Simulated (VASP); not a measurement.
Wanted: the native input for a VASP 6.6.1 run.

| Property | Result |
| --- | --- |
| Task | single point |
| Functional | PBE |
| Potentials or basis | VASP PAW PBE potentials, release 64 (C) |
| Cutoff | 520 eV |
| k mesh | 12 × 12 × 2 |
| Occupations | gaussian, width 0.05 eV |
| Spin | no spin polarisation |
| Dipole correction | no |
| Further INCAR settings | ALGO = Normal; EDIFF = 1e-06; NBANDS = 36 |

The structure of C lies in POSCAR:

```
C
1.0
    2.5961621202      0.0462520145      0.0462520145
   -1.2580256406      2.2252163412      0.0169294123
    0.2280742143      0.2280742143     12.8019858714
C
12
Direct
    0.0000000000      0.0000000000      0.1868593266
    0.0000000000      0.0000000000      0.6868593266
    0.0000000000      0.0000000000      0.3131406734
    0.0000000000      0.0000000000      0.8131406734
    0.3333333333      0.6666666667      0.5207665411
    0.6666666667      0.3333333333      0.0207665411
    0.3333333333      0.6666666667      0.9792334589
    0.6666666667      0.3333333333      0.4792334589
    0.3333333333      0.6666666667      0.6450950823
    0.6666666667      0.3333333333      0.1450950823
    0.3333333333      0.6666666667      0.8549049177
    0.6666666667      0.3333333333      0.3549049177
```

These files were run (other wordings do the same):

INCAR

```
ALGO = Normal
EDIFF = 1E-6
ENCUT = 520
GGA = PE
ISIF = 2
ISMEAR = 0
LASPH = True
LCHARG = True
LELF = True
LREAL = False
LVHAR = True
LWAVE = False
NBANDS = 36
NELM = 100
PREC = Accurate
SIGMA = 0.05
```

KPOINTS

```
k-points
0
Gamma
  12 12 2
```

Potentials or basis: VASP PAW PBE potentials, release 64 (C).

Launch:

```console
$ cat potpaw_PBE.64/C/POTCAR > POTCAR
$ mpirun -np 1 vasp_std > vasp.out
```

Results of the run:

- Pressure: -31.3 GPa
- Largest force: 0.129 eV/Å
- Band gap on the k mesh: 3.64 eV (least direct gap 4.52 eV)

Caveat: the cell stands under tension.

Wall time 3.8 min on 1 thread of AMD EPYC 7R13 Processor (Zen 3), with other jobs on the host, peak memory 0.33 GiB.
